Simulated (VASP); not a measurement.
Write the native input for VASP 6.6.1 that does the following.

```
Task                   : single point
Functional             : r2SCAN
Potentials or basis    : VASP PAW PBE potentials, release 64 (Al, As)
Cutoff                 : 550 eV
k mesh                 : 6 × 6 × 6
Occupations            : gaussian, width 0.01 eV
Spin                   : no spin polarisation
Dipole correction      : no
Further INCAR settings : ALGO = Normal; EDIFF = 1e-06; NBANDS = 11
```

The system is AlAs.

```
Al As
1.0
     0.00000    2.83892    2.83892
     2.83892    0.00000    2.83892
     2.83892    2.83892    0.00000
Al As
1 1
Cartesian
  0.0000 0.0000 0.0000
  1.4195 1.4195 1.4195
```

One way to write it, as run:

POSCAR

```
AlAs
1.0
    0.0000000000      2.8389246376      2.8389246376
    2.8389246376      0.0000000000      2.8389246376
    2.8389246376      2.8389246376      0.0000000000
Al As
1 1
Direct
    0.0000000000      0.0000000000      0.0000000000
    0.2500000000      0.2500000000      0.2500000000
```

INCAR.step1

```
ALGO     = Normal         # electronic algorithm
EDIFF    = 1E-5           # SCF threshold, eV
ENCUT    = 550            # plane-wave cutoff, eV
GGA      = PE             # functional
GGA_COMPAT= False        
ISMEAR   = 0              # smearing method
LASPH    = True           # aspherical terms in the spheres
LCHARG   = False          # write CHGCAR
LREAL    = False          # projectors in reciprocal space
LWAVE    = True           # write WAVECAR
NBANDS   = 11             # bands
NELM     = 120            # most SCF steps
PREC     = Accurate       # precision mode
SIGMA    = 0.01           # smearing width, eV
```

INCAR.step2

```
ALGO     = Normal         # electronic algorithm
EDIFF    = 1E-6           # SCF threshold, eV
ENCUT    = 550            # plane-wave cutoff, eV
GGA_COMPAT= False        
ISIF     = 2              # what is computed and relaxed
ISMEAR   = 0              # smearing method
ISTART   = 1            
LASPH    = True           # aspherical terms in the spheres
LCHARG   = True           # write CHGCAR
LELF     = True           # ELF
LMIXTAU  = True         
LREAL    = False          # projectors in reciprocal space
LVHAR    = True         
LWAVE    = False          # write WAVECAR
METAGGA  = R2SCAN         # meta-GGA
NBANDS   = 11             # bands
NELM     = 120            # most SCF steps
PREC     = Accurate       # precision mode
SIGMA    = 0.01           # smearing width, eV
```

KPOINTS

```
k-points
0
Gamma
  6 6 6
```

Potentials or basis: VASP PAW PBE potentials, release 64 (Al, As).

Launch:

```console
$ cat potpaw_PBE.64/Al/POTCAR potpaw_PBE.64/As/POTCAR > POTCAR
$ cp INCAR.step1 INCAR
$ mpirun -np 1 vasp_std > vasp.out
$ cp INCAR.step2 INCAR
$ mpirun -np 1 vasp_std > vasp.out
```

It gave:

| Property | Result |
| --- | --- |
| Pressure | 0.0 GPa |
| Band gap on the k mesh | 1.80 eV (least direct gap 2.63 eV) |

Caveat: the PAW data sets were made with another functional, which shifts forces and pressure a little.

Run time: 67 s on 1 thread of AMD EPYC 7R13, with other jobs on the host, peak memory 0.15 GiB.
